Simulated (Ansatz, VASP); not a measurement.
## SnO2: VASP beside Ansatz

The input INCAR:

```
ALGO = Normal ; EDIFF = 1E-7
EDIFFG = -0.08 ; ENCUT = 600
GGA = PE ; GGA_COMPAT = False
IBRION = 2 ; ISIF = 3
ISMEAR = 0 ; LASPH = True
LCHARG = False ; LREAL = False
LWAVE = False ; NELM = 120
NELMIN = 4 ; NSW = 36
PREC = Accurate ; SIGMA = 0.15
```

KPOINTS

```
k-points
0
Gamma
  4 4 4
```

File POSCAR:

```
SnO2
1.0
    0.0000000000      2.9595504500      2.9595504500
    2.9595504500      0.0000000000      2.9595504500
    2.9595504500      2.9595504500      0.0000000000
Sn O
1 2
Direct
    0.0000000000      0.0000000000      0.0000000000
    0.2500000000      0.2500000000      0.2500000000
    0.7500000000      0.7500000000      0.7500000000
```

Input for Ansatz:

```yaml
crystal:
  lattice:
    - [0.0, 2.95955045, 2.95955045]
    - [2.95955045, 0.0, 2.95955045]
    - [2.95955045, 2.95955045, 0.0]
  atoms:
    - { symbol: Sn, position: [0.0, 0.0, 0.0] }
    - { symbol: O, position: [0.25, 0.25, 0.25] }
    - { symbol: O, position: [0.75, 0.75, 0.75] }
basis:
  ecutwfc: 420
kpoints:
  mp_grid: { grid: [4, 4, 4] }
hamiltonian:
  xc: pbe
scf:
  occupations: { method: gaussian, width: 0.15 }
  lower_state_search: "off"
output:
  forces: true
  stress: true
  eigenvalues: true
relax:
  adjacent_minimum: "off"
  f_tol: 0.08
  max_steps: 16
  cell: { stress_tol: 0.8 }
```

Change from the starting cell: species swapped into the K2Se type (Fm-3m, No. 225).

Alike in both runs: task relaxation of cell and atoms; functional PBE; k mesh 4 × 4 × 4; occupations gaussian, width 0.15 eV; no spin polarisation.

|  | VASP | Ansatz |
| --- | --- | --- |
| version | VASP 6.6.1 | Ansatz 0.2.0 |
| potentials or method | VASP PAW PBE potentials, release 64 (Sn_d, O), cutoff 600 eV | scalar-relativistic, plane waves, PAW |
| valence electrons in the cell | 26 | 26 |

```csv
,VASP,Ansatz,Ansatz less VASP
"gap on the k mesh at the Fermi level, each at its own relaxed structure (eV)",none,none,-
relaxed volume (Å³/atom),11.39,11.40,+0.018
relaxed cell length with the largest relative difference (Å),3.642,3.644,+0.0019
```

A gap of «none» marks a metal or a gap that the smearing closes.

The k mesh is coarse, so the values compare programs but aren't converged. Noted on VASP's run: the volume moved by over 15 % at a fixed basis, so the end points are rough.
